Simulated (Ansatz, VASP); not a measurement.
**SiSe in VASP and in Ansatz**

The input INCAR:

```
SYSTEM = SiSe
PREC = Accurate
ENCUT = 500
EDIFF = 1E-6
ISMEAR = -1
SIGMA = 0.05
LREAL = .False.
LASPH = .True.
NELM = 120
ALGO = Normal
ISIF = 2
LWAVE = .False.
LCHARG = .False.
GGA = PE
NBANDS = 12
GGA_COMPAT = .False.
```

The input KPOINTS:

```
Automatic mesh
0
Gamma
  7 7 6
  0 0 0
```

The input POSCAR:

```
SiSe
1.0
    3.6671040000      0.0000000000      0.0000000000
   -1.8335520000      3.1758006000      0.0000000000
    0.0000000000      0.0000000000      3.5987300000
Si Se
1 1
Direct
    0.6666700000      0.3333300000      0.5000000000
    0.0000000000      0.0000000000      0.0000000000
```

Contents of input.yaml:

```yaml
crystal:
  lattice:
    - [3.667104, 0.0, 0.0]
    - [-1.833552, 3.1758006, 0.0]
    - [0.0, 0.0, 3.59873]
  atoms:
    - { symbol: Si, position: [0.66667, 0.33333, 0.5] }
    - { symbol: Se, position: [0.0, 0.0, 0.0] }
hamiltonian:
  xc: pbe
  pseudopotentials: { kind: paw }
kpoints:
  mp_grid: { grid: [7, 7, 6] }
scf:
  occupations: { method: fermi_dirac, width: 0.05 }
output:
  forces: true
  stress: true
  eigenvalues: true
  write_density: true
  write_potential: true
  elf: true
  volumetric_format: npy
```

Alike in both runs: task single point; functional PBE; k mesh 7 × 7 × 6; occupations fermi-dirac, width 0.05 eV; no spin polarisation.

```csv
,VASP,Ansatz
version,VASP 6.6.1,Ansatz 0.2.0
potentials or method,"VASP PAW PBE potentials, release 64 (Si, Se)",Ansatz PAW
plane-wave cutoff (eV),500,420
valence electrons in the cell,10,20
```

|  | VASP | Ansatz | Ansatz less VASP |
| --- | --- | --- | --- |
| gap on the k mesh at the Fermi level (eV) | none | none | - |
| pressure (GPa) | -2.1 | -2.1 | -0.03 |
| traceless stress, the component that is largest in VASP (GPa) | 0.46 | 0.44 | -0.012 |

A gap of «none» marks a metal or a gap that the smearing closes. The functional is the same, so the differences come from potentials, cutoffs and numerics. VASP's potentials hold 10 valence electrons a cell and Ansatz's 20, so a difference there can come from the potentials and not from the codes.
